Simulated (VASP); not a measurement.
# Sb (R-3m) in VASP: single point with PBE+D3(BJ)

Aim: the single point of Sb with PBE+D3(BJ).

All numbers are computed with VASP 6.6.1; they aren't measurements. Logs are shortened: lines on timing, memory, paths and dates and some standing lists are left out, and cuts for length are marked.

## Step 1: The cell of the first run

The structure is trigonal, space group R-3m (No. 166). Conventional cell: a = 4.322 Å, b = 4.322 Å, c = 11.046 Å, α = 90.00°, β = 90.00°, γ = 120.00°. Sb (site symmetry 3m) has 6 Sb at 2.93 to 3.29 Å within 3.9 Å.

## Step 2: Single point, PBE+D3(BJ), non-collinear spin, zero start, spin-orbit coupling

INCAR

```
SYSTEM = Sb
ALGO = Normal ; EDIFF = 1E-6
ENCUT = 500 ; GGA = PE
GGA_COMPAT = .False. ; ISIF = 2
ISMEAR = 0 ; IVDW = 12
LASPH = .True. ; LCHARG = .False.
LNONCOLLINEAR = .True. ; LORBIT = 11
LORBMOM = .True. ; LREAL = .False.
LSORBIT = .True. ; LWAVE = .False.
MAGMOM = 0 0 0 0 0 0 ; NBANDS = 22
NELM = 200 ; PREC = Accurate
SIGMA = 0.1
```

KPOINTS

```
k-points
0
Gamma
  12 12 12
  0 0 0
```

POSCAR

```
Sb
1.0
    2.1607696294      1.2475209288      3.6820514275
   -2.1607696294      1.2475209288      3.6820514275
    0.0000000000     -2.4950418528      3.6820514292
Sb
2
Direct
    0.2362290824      0.2362290824      0.2362290824
    0.7637709176      0.7637709176      0.7637709176
```

Potentials or basis: VASP PAW PBE potentials, release 64 (Sb).

Launch:

```console
cat potpaw_PBE.64/Sb/POTCAR > POTCAR
mpirun -np 1 vasp_ncl > vasp.out
```

OUTCAR:

```text
SYSTEM = Sb
   EDIFF = 1E-6
   ENCUT = 500
   GGA = PE
   ISIF = 2
   ISMEAR = 0
   IVDW = 12
   LASPH = .True.
   LNONCOLLINEAR = .True.
   LORBIT = 11
   LREAL = .False.
   LSORBIT = .True.
   NELM = 200
   PREC = Accurate
 IVDW          = 12

 ion  position               nearest neighbor table
   1  0.236  0.236  0.236-   2 2.93   2 2.93   2 2.93   2 3.29   2 3.29   2 3.29
   2  0.764  0.764  0.764-   1 2.93   1 2.93   1 2.93   1 3.29   1 3.29   1 3.29

  LATTYP: Found a trigonal (rhomboedric) cell.
 ALAT       =     4.4477788360
 COS(alpha) =     0.5279798248

  Lattice vectors:

 A1 = (   2.1607696294,   1.2475209288,   3.6820514275)
 A2 = (  -2.1607696294,   1.2475209288,   3.6820514275)
 A3 = (   0.0000000000,  -2.4950418528,   3.6820514292)

Analysis of symmetry for initial positions (statically):
=====================================================================
 Subroutine PRICEL returns:
 Original cell was already a primitive cell.

 Routine SETGRP: Setting up the symmetry group for a
 trigonal (rhombohedral) supercell.

 Subroutine GETGRP returns: Found 12 space group operations
 (whereof 12 operations were pure point group operations)
 out of a pool of 12 trial point group operations.

The static configuration has the point symmetry D_3d.

Analysis of symmetry for dynamics (positions and initial velocities):
=====================================================================
 Subroutine PRICEL returns:
 Original cell was already a primitive cell.

 Routine SETGRP: Setting up the symmetry group for a
 trigonal (rhombohedral) supercell.

 Subroutine GETGRP returns: Found 12 space group operations
 (whereof 12 operations were pure point group operations)
 out of a pool of 12 trial point group operations.

The dynamic configuration has the point symmetry D_3d.

Analysis of structural, dynamic, and magnetic symmetry:
=====================================================================
 Subroutine PRICEL returns:
 Original cell was already a primitive cell.

 Routine SETGRP: Setting up the symmetry group for a
 trigonal (rhombohedral) supercell.

 Subroutine GETGRP returns: Found 12 space group operations
 (whereof 12 operations were pure point group operations)
 out of a pool of 12 trial point group operations.

The overall configuration has the point symmetry D_3d.

 Subroutine INISYM returns: Found 12 space group operations
 (whereof 12 operations are pure point group operations),
 and found     1 'primitive' translations

----------------------------------------------------------------------------------------

                                     Primitive cell

  volume of cell :      59.5521

  direct lattice vectors                    reciprocal lattice vectors
     2.160769629  1.247520929  3.682051427     0.231399032  0.133598293  0.090529244
    -2.160769629  1.247520929  3.682051427    -0.231399032  0.133598293  0.090529244
     0.000000000 -2.495041853  3.682051429     0.000000000 -0.267196586  0.090529244

  length of vectors
     4.447778836  4.447778836  4.447778836     0.282116217  0.282116217  0.282116217

  position of ions in fractional coordinates (direct lattice)
     0.236229082  0.236229082  0.236229082
     0.763770918  0.763770918  0.763770918

  ion indices of the primitive-cell ions
   primitive index   ion index
                 1           1
                 2           2

----------------------------------------------------------------------------------------

 KPOINTS: k-points

Automatic generation of k-mesh.
 Grid dimensions read from file:
 generate k-points for:   12   12   12

 Generating k-lattice:

  Cartesian coordinates                     Fractional coordinates (reciprocal lattice)
     0.019283253  0.011133191  0.007544104     0.083333333  0.000000000  0.000000000
    -0.019283253  0.011133191  0.007544104     0.000000000  0.083333333  0.000000000
     0.000000000 -0.022266382  0.007544104    -0.000000000 -0.000000000  0.083333333

  Length of vectors
     0.023509685  0.023509685  0.023509685

  Shift w.r.t. Gamma in fractional coordinates (k-lattice)
     0.000000000  0.000000000  0.000000000

 Subroutine IBZKPT returns following result:
 ===========================================

 Found    189 irreducible k-points:

 Following reciprocal coordinates:
            Coordinates               Weight
  0.000000  0.000000  0.000000      1.000000
  0.083333  0.000000 -0.000000      6.000000
  0.166667 -0.000000 -0.000000      6.000000
  0.250000  0.000000 -0.000000      6.000000
  0.333333  0.000000  0.000000      6.000000
  0.416667 -0.000000  0.000000      6.000000
[... 16 lines left out ...]
  0.500000  0.166667 -0.000000     12.000000
 -0.416667  0.166667 -0.000000     12.000000
[... 29 lines left out ...]
   PSTRESS=    0.0 pullay stress
   NELECT =      10.0000    total number of electrons
   NUPDOWN=      -1.0000    fix difference up-down
   EMIN   =  10.00;   EMAX   =-10.00  energy-range for DOS
   EFERMI =   0.00;   METHOD = LEGACY
   ISMEAR =     0;   SIGMA  =   0.10  broadening in eV -4-tet -1-fermi 0-gaus
   EFERMI_NEDOS =   21; number of points for ismear=-14 and -15
   IALGO  =     38    algorithm
   IMIX   =      4    mixing-type and parameters
     AMIX     =   0.40;   BMIX     =  1.00
     AMIX_MAG =   1.60;   BMIX_MAG =  1.00
  volume/ion in A,a.u.               =      29.78       200.94
  Fermi-wavevector in a.u.,A,eV,Ry     =   0.903183  1.706768 11.098807  0.815739
  Thomas-Fermi vector in A             =   2.026477
   LORBIT       =     11    0 simple, 1 ext, 2 COOP (PROOUT), +10 PAW based schemes
   GGA     = PE    functional components
   LHFCALC =     F    Hartree Fock is set to
   AEXX    =    0.0000 exact exchange contribution
   IVDW    =    12    specifies the selected vdW correction
   LEPSILON=     F    determine dielectric tensor
   LRPA    =     F    only Hartree local field effects (RPA)
 Gauss-broadening in eV      SIGMA  =   0.10
  energy-cutoff  :      500.00
  volume of cell :       59.55
 maximum number of plane-waves:      3054
   NGX = 17   NGY = 17   NGZ = 17

 number of electron      10.0000000 magnetization      -0.0000000     -0.0000000      0.0000000

 number of electron      10.0000000 magnetization       0.0000000      0.0000000      0.0000000

 number of electron      10.0000000 magnetization      -0.0000000     -0.0000000     -0.0000000

 number of electron      10.0000000 magnetization       0.0000000     -0.0000000      0.0000000

 Free energy of the ion-electron system (eV)
  ---------------------------------------------------
  ext. energy  EPLUGINS =         0.00000000
  ---------------------------------------------------
  free energy    TOTEN  =        -8.37895999 eV

  energy without entropy =       -8.37828080  energy(sigma->0) =       -8.37862039

 E-fermi :   7.3710     XC(G=0):  -9.5999

 val. band max:        7.3082941088   @ k =   0.5000   0.5000   0.5000
 cond. band min:       7.4028691434   @ k =  -0.4167   0.5000   0.4167
 fundamental gap:      0.0945750346
 Fermi energy:         7.3709685126

 k-point     1 :       0.0000    0.0000    0.0000
  band No.  band energies     occupation
      1      -5.3149      1.00000
      2      -5.3149      1.00000
      3       2.7450      1.00000
      4       2.7450      1.00000
      5       5.0393      1.00000
      6       5.0393      1.00000
[... 589 lines left out ...]
     21      15.0863      0.00000
     22      15.0863      0.00000

 [... further k-points ...]

------------------------ aborting loop because EDIFF is reached ----------------------------------------

 Edisp (eV)   -0.95928

 E8    (eV) :    -0.4476

  FORCE on cell =-STRESS in cart. coord.  units (eV):
  Direction    XX          YY          ZZ          XY          YZ          ZX
  --------------------------------------------------------------------------------------
  -------------------------------------------------------------------------------------
  Total       0.07576     0.07576     0.04125     0.00000    -0.00000     0.00000
  in kB       2.03822     2.03822     1.10971     0.00000    -0.00000     0.00000
  external pressure =        1.73 kB  Pullay stress =        0.00 kB

 VOLUME and BASIS-vectors are now :
 -----------------------------------------------------------------------------
  energy-cutoff  :      500.00
  volume of cell :       59.55
      direct lattice vectors                 reciprocal lattice vectors
     2.160769629  1.247520929  3.682051427     0.231399032  0.133598293  0.090529244
    -2.160769629  1.247520929  3.682051427    -0.231399032  0.133598293  0.090529244
     0.000000000 -2.495041853  3.682051429     0.000000000 -0.267196586  0.090529244

 POSITION                                       TOTAL-FORCE (eV/Angst)
 -----------------------------------------------------------------------------------
      0.00000      0.00000      2.60942         0.000000      0.000000      0.035220
      0.00000      0.00000      8.43673         0.000000     -0.000000     -0.035220
 -----------------------------------------------------------------------------------
    total drift:                               -0.000000     -0.000000     -0.000000

  FREE ENERGIE OF THE ION-ELECTRON SYSTEM (eV)
  ---------------------------------------------------
  free  energy   TOTEN  =        -9.3382437765 eV

  energy  without entropy=       -9.3375645806  energy(sigma->0) =       -9.33790418

 orbital moment (x)

 # of ion     p       d       tot
 ----------------------------------------
  1         0.000  -0.000   0.000
  2         0.000  -0.000   0.000
 ----------------------------------------
            0.000  -0.000   0.000

 orbital moment (y)

 # of ion     p       d       tot
 ----------------------------------------
  1         0.000  -0.000  -0.000
  2         0.000  -0.000  -0.000
 ----------------------------------------
            0.000  -0.000  -0.000

 orbital moment (z)

 # of ion     p       d       tot
 ----------------------------------------
  1         0.000  -0.000  -0.000
  2         0.000  -0.000  -0.000
 ----------------------------------------
            0.000  -0.000  -0.000

 Spin-Orbit-Coupling matrix elements

 Ion:    1  E_soc:     -0.1358767
 l=   1
     0.0000000    -0.0225957    -0.0223955
    -0.0225957     0.0000000    -0.0225957
    -0.0223955    -0.0225957     0.0000000
 l=   2
     0.0000000    -0.0000254     0.0000000    -0.0000254    -0.0000868
    -0.0000254     0.0000000    -0.0000661    -0.0000310    -0.0000254
     0.0000000    -0.0000661     0.0000000    -0.0000661     0.0000000
    -0.0000254    -0.0000310    -0.0000661     0.0000000    -0.0000254
    -0.0000868    -0.0000254     0.0000000    -0.0000254     0.0000000
 l=   3
     0.0000000     0.0000000     0.0000000     0.0000000     0.0000000     0.0000000     0.0000000
     0.0000000     0.0000000     0.0000000     0.0000000     0.0000000     0.0000000     0.0000000
     0.0000000     0.0000000     0.0000000     0.0000000     0.0000000     0.0000000     0.0000000
     0.0000000     0.0000000     0.0000000     0.0000000     0.0000000     0.0000000     0.0000000
     0.0000000     0.0000000     0.0000000     0.0000000     0.0000000     0.0000000     0.0000000
     0.0000000     0.0000000     0.0000000     0.0000000     0.0000000     0.0000000     0.0000000
     0.0000000     0.0000000     0.0000000     0.0000000     0.0000000     0.0000000     0.0000000

 Ion:    2  E_soc:     -0.1358767
 l=   1
     0.0000000    -0.0225957    -0.0223955
    -0.0225957     0.0000000    -0.0225957
    -0.0223955    -0.0225957     0.0000000
 l=   2
     0.0000000    -0.0000254     0.0000000    -0.0000254    -0.0000868
    -0.0000254     0.0000000    -0.0000661    -0.0000310    -0.0000254
     0.0000000    -0.0000661     0.0000000    -0.0000661     0.0000000
    -0.0000254    -0.0000310    -0.0000661     0.0000000    -0.0000254
    -0.0000868    -0.0000254     0.0000000    -0.0000254     0.0000000
 l=   3
     0.0000000     0.0000000     0.0000000     0.0000000     0.0000000     0.0000000     0.0000000
     0.0000000     0.0000000     0.0000000     0.0000000     0.0000000     0.0000000     0.0000000
     0.0000000     0.0000000     0.0000000     0.0000000     0.0000000     0.0000000     0.0000000
     0.0000000     0.0000000     0.0000000     0.0000000     0.0000000     0.0000000     0.0000000
     0.0000000     0.0000000     0.0000000     0.0000000     0.0000000     0.0000000     0.0000000
     0.0000000     0.0000000     0.0000000     0.0000000     0.0000000     0.0000000     0.0000000
     0.0000000     0.0000000     0.0000000     0.0000000     0.0000000     0.0000000     0.0000000

 total charge

# of ion       s       p       d       tot
------------------------------------------
    1        1.213   1.151   0.037   2.400
    2        1.213   1.151   0.037   2.400
--------------------------------------------------
tot          2.426   2.301   0.073   4.800

 magnetization (x)

# of ion       s       p       d       tot
------------------------------------------
    1        0.000   0.000   0.000   0.000
    2        0.000   0.000   0.000   0.000
--------------------------------------------------
tot          0.000   0.000   0.000   0.000

 magnetization (y)

# of ion       s       p       d       tot
------------------------------------------
    1        0.000   0.000   0.000   0.000
    2        0.000  -0.000   0.000  -0.000
--------------------------------------------------
tot          0.000  -0.000   0.000  -0.000

 magnetization (z)

# of ion       s       p       d       tot
------------------------------------------
    1        0.000   0.000   0.000   0.000
    2        0.000   0.000   0.000   0.000
--------------------------------------------------
tot          0.000   0.000   0.000   0.000
```

Run time: 4.9 min. Hardware: 1 thread of Intel Xeon 6975P-C (Granite Rapids), shared host; peak memory 0.52 GiB.

Results:

* Free energy: -9.3382 eV
* Pressure: 0.2 GPa
* Largest force: 0.035 eV/Å
* Net moment: 0.00 μB per cell
* Valence electrons inside the program's atomic spheres: Sb 2.40
* Dispersion energy per atom: -0.480 eV

Forces on the atoms (eV/Å):
```
Sb   0.000  0.000  0.035
Sb   0.000  0.000 -0.035
```

Moments on the atoms (μB; x, y, z):
```
Sb  0.00 0.00 0.00
Sb  0.00 0.00 0.00
```
